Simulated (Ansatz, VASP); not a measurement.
# Na in VASP and in Ansatz

INCAR

```
ALGO = Normal
EDIFF = 1E-6
ENCUT = 500
GGA = PS
GGA_COMPAT = F
ISIF = 2
ISMEAR = -1
LASPH = T
LCHARG = F
LREAL = F
LWAVE = F
NBANDS = 10
NELM = 120
PREC = Accurate
SIGMA = 0.05
```

Contents of KPOINTS:

```
k-points
0
Gamma
  7 7 7
```

POSCAR

```
Na
1.0
   -2.1517050000      2.1517050000      2.1410000000
    2.1517050000     -2.1517050000      2.1410000000
    2.1302950000      2.1302950000     -2.1410000000
Na
1
Direct
    0.0000000000      0.0000000000      0.0000000000
```

The input input.yaml:

```yaml
crystal:
  lattice:
    - [-2.151705, 2.151705, 2.141]
    - [2.151705, -2.151705, 2.141]
    - [2.130295, 2.130295, -2.141]
  atoms:
    - { symbol: Na, position: [0.0, 0.0, 0.0] }
hamiltonian:
  xc: pbesol
  pseudopotentials: { kind: paw }
kpoints:
  mp_grid: { grid: [7, 7, 7] }
scf:
  occupations: { method: fermi_dirac, width: 0.05 }
output:
  forces: true
  stress: true
  eigenvalues: true
  write_density: true
  write_potential: true
  elf: true
  volumetric_format: npy
```

Alike in both runs: task single point; functional PBEsol; k mesh 7 × 7 × 7; occupations fermi-dirac, width 0.05 eV; no spin polarisation.

|  | VASP | Ansatz |
| --- | --- | --- |
| version | VASP 6.6.1 | Ansatz 0.2.0 |
| potentials or method | VASP PAW PBE potentials, release 64 (Na_pv) | Ansatz PAW |
| plane-wave cutoff (eV) | 500 | 420 |
| valence electrons in the cell | 7 | 9 |

|  | VASP | Ansatz | Ansatz less VASP |
| --- | --- | --- | --- |
| gap on the k mesh at the Fermi level (eV) | none | none | - |
| pressure (GPa) | -0.6 | -0.5 | +0.03 |
| traceless stress, the component that is largest in VASP (GPa) | 0.06 | 0.06 | -0.001 |

VASP's potentials were made for PBE, not for PBEsol. A gap of «none» marks a metal or a gap that the smearing closes. VASP's potentials hold 7 valence electrons a cell and Ansatz's 9, so a difference there can come from the potentials and not from the codes.
